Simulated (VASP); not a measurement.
A run of VASP 6.6.1 is set up as follows.

INCAR

```
SYSTEM = Y
PREC = Accurate
ENCUT = 600
EDIFF = 1E-6
ISMEAR = -1
SIGMA = 0.08
LREAL = .FALSE.
LASPH = .TRUE.
NELM = 60
ALGO = Normal
ISIF = 3
LWAVE = .FALSE.
LCHARG = .FALSE.
GGA = PE
IBRION = 2
NSW = 60
EDIFFG = -0.005
```

The input KPOINTS:

```
Automatic mesh
0
G
  10 10 3
  0 0 0
```

POSCAR

```
Y
1.0
    3.6040421749      0.0000000000      0.0000000000
   -1.8020210874      3.1211920798      0.0000000000
    0.0000000000      0.0000000000     11.7131370683
Y
4
Direct
    0.0000000000      0.0000000000      0.0000000000
    0.0000000000      0.0000000000      0.5000000000
    0.3333333333      0.6666666667      0.2500000000
    0.6666666667      0.3333333333      0.7500000000
```

Potentials or basis: VASP PAW PBE potentials, release 64 (Y_sv).

Launch:

```console
$ cat potpaw_PBE.64/Y_sv/POTCAR > POTCAR
$ mpirun -np 1 vasp_std > vasp.out
```

Estimate the relaxed cell.

a = 3.602 Å, b = 3.602 Å, c = 11.557 Å, α = 90.00°, β = 90.00°, γ = 120.00°.

Estimate the band gap on the k mesh.

zero (bands 22 and 23 overlap by 1.09 eV).

Step by step:
```
step  energy change (eV)  largest force (eV/Å)  pressure (GPa)  volume (Å³)
   1              0.0000                0.0000           -0.56       131.76
   2             -0.0056                0.0000            0.08       129.58
   3             -0.0056                0.0000            0.08       129.55
   4             -0.0060                0.0000            0.03       129.75
   5             -0.0060                0.0000           -0.01       129.88
```
